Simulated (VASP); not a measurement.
Here is a VASP 6.6.1 calculation.

File INCAR:

```
SYSTEM = MgO
PREC     = Accurate       ! precision mode
ENCUT    = 520            ! plane-wave cutoff, eV
EDIFF    = 1E-6           ! SCF threshold, eV
ISMEAR   = -1             ! smearing method
SIGMA    = 0.05           ! smearing width, eV
LREAL    = .False.        ! projectors in reciprocal space
LASPH    = .True.         ! aspherical terms in the spheres
NELM     = 80             ! most SCF steps
ALGO     = Normal         ! electronic algorithm
ISIF     = 2              ! what is computed and relaxed
LWAVE    = .False.        ! write WAVECAR
LCHARG   = .False.        ! write CHGCAR
GGA      = PE             ! functional
NBANDS   = 16             ! bands
```

The input KPOINTS:

```
regular mesh
0
Gamma
  12 12 7
  0 0 0
```

The input POSCAR:

```
MgO
1.0
    3.3159024568      0.0000000000      0.0000000000
   -1.6579512284      2.8716557641      0.0000000000
    0.0000000000      0.0000000000      4.0108300505
Mg O
2 2
Direct
    0.3333333333      0.6666666667     -0.0620009876
    0.6666666667      0.3333333333      0.4379990124
    0.3333333333      0.6666666667      0.4380009876
    0.6666666667      0.3333333333      0.9380009876
```

Potentials or basis: VASP PAW PBE potentials, release 64 (Mg, O).

Command:

```sh
$ cat potpaw_PBE.64/Mg/POTCAR potpaw_PBE.64/O/POTCAR > POTCAR
$ mpirun -np 1 vasp_std > vasp.out
```

Question: Estimate the pressure.

Answer: 30.7 GPa.

Question: Predict the band gap on the k mesh.

Answer: 4.18 eV, direct.

Stress tensor (GPa, compression positive):
```
30.79  0.00  0.00
 0.00 30.79  0.00
 0.00  0.00 30.53
```

A k mesh can miss the band edges.
